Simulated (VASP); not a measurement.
Runs of VASP 6.6.1 on As2I3. The structure is that of space group P-3m1 (No. 164), or close to it. The cells are those of the table. 

```tsv
task	cell	k mesh	cutoff (eV)	gap on the mesh (eV)	pressure (GPa)	relaxed volume (Å³/atom)	largest force (eV/Å)
relaxation of cell and atoms	relaxed from a = 4.671, b = 4.671, c = 9.605 Å, angles 90.0, 90.0, 120.0°, 5 atoms	12 × 12 × 4	600	none	0.0	(a)	0.01
relaxation of cell and atoms	relaxed from a = 4.969, b = 4.969, c = 7.732 Å, angles 90.0, 90.0, 120.0°, 5 atoms	6 × 6 × 2	600	none	0.0	35.14	0.03
single point	a = 4.671, b = 4.671, c = 9.605 Å, angles 90.0, 90.0, 120.0°, 5 atoms	6 × 6 × 2	520	none	0.0	-	0.01
single point	a = 4.654, b = 4.654, c = 9.727 Å, angles 90.0, 90.0, 120.0°, 5 atoms	12 × 12 × 4	520	none	0.0	-	-
single point	a = 4.969, b = 4.969, c = 7.732 Å, angles 90.0, 90.0, 120.0°, 5 atoms	6 × 6 × 4	520	none	0.5	-	0.69
```

Alike in all rows: level PBE; potentials or basis VASP PAW PBE potentials, release 64 (As, I); no spin polarisation; smearing gaussian 0.1 eV.

Estimate the missing entries.

(a) 36.40.

Caveats: some runs use coarse meshes; spin-orbit coupling is left out, which moves the levels of the heavy elements; an odd number of electrons without spin polarisation forces a metal; a magnetic or distorted state may lie lower; this functional lacks dispersion, which binds the layers, so the pressure and a relaxed spacing across them are unreliable (some runs).

A k mesh can miss the band edges, and the runs leave out spin-orbit coupling on As, I.

A gap of «none» marks levels without a gap at the run's occupations.
